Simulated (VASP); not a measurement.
**Ga3As2P: single point with PBE**

Crystal: Ga3As2P.

```
Ga P As
1.0
    -2.00381    2.00381    8.48227
     2.00381   -2.00381    8.48227
     2.00381    2.00381   -8.48227
Ga P As
3 1 2
Direct
  0.82929 0.82929 0.00000
  0.50000 0.50000 0.00000
  0.17071 0.17071 0.00000
  0.75000 0.25000 0.50000
  0.41468 0.91468 0.50000
  0.08532 0.58532 0.50000
```

```json
{
 "Program": "VASP 6.6.1",
 "Task": "single point",
 "Functional": "PBE",
 "Potentials or basis": "VASP PAW PBE potentials, release 64 (Ga_d, P, As)",
 "Cutoff": "520 eV",
 "k mesh": "6 × 6 × 6",
 "Occupations": "gaussian, width 0.1 eV",
 "Spin": "no spin polarisation"
}
```

* Pressure: 0.1 GPa
* Largest force: 0.015 eV/Å
* Band gap on the k mesh: 0.59 eV

Forces in eV/Å, atoms in the order of the input:
```
Ga   0.000  0.000 -0.015
Ga   0.000  0.000  0.000
Ga   0.000  0.000  0.015
P    0.000  0.000  0.000
As   0.000  0.000 -0.001
As   0.000  0.000  0.001
```

Levels at points of the mesh, in eV from the valence-band top:
| k point | band 24 | band 25 | band 26 | band 27 | band 28 | band 29 | band 30 | band 31 |
| --- | --- | --- | --- | --- | --- | --- | --- | --- |
| (0.00, 0.00, 0.00) | -1.96 | -0.03 | 0.00 | 0.00 | 0.59 | 1.50 | 1.72 | 2.69 |
| (0.50, 0.00, 0.00) | -1.53 | -1.09 | -0.98 | -0.92 | 1.07 | 2.34 | 2.59 | 4.55 |
| (0.50, 0.50, 0.00) | -3.10 | -3.05 | -2.55 | -2.54 | 1.57 | 1.72 | 3.34 | 3.37 |
| (0.50, 0.50, 0.50) | -1.10 | -1.10 | -0.81 | -0.81 | 1.56 | 1.59 | 2.41 | 2.72 |

Wall time 18 min on 1 thread of Intel Xeon 8259CL, on a shared host, peak memory 0.71 GiB.

Caveat: semilocal functionals underestimate gaps, and a narrow one can read as zero. A k mesh can miss the band edges.
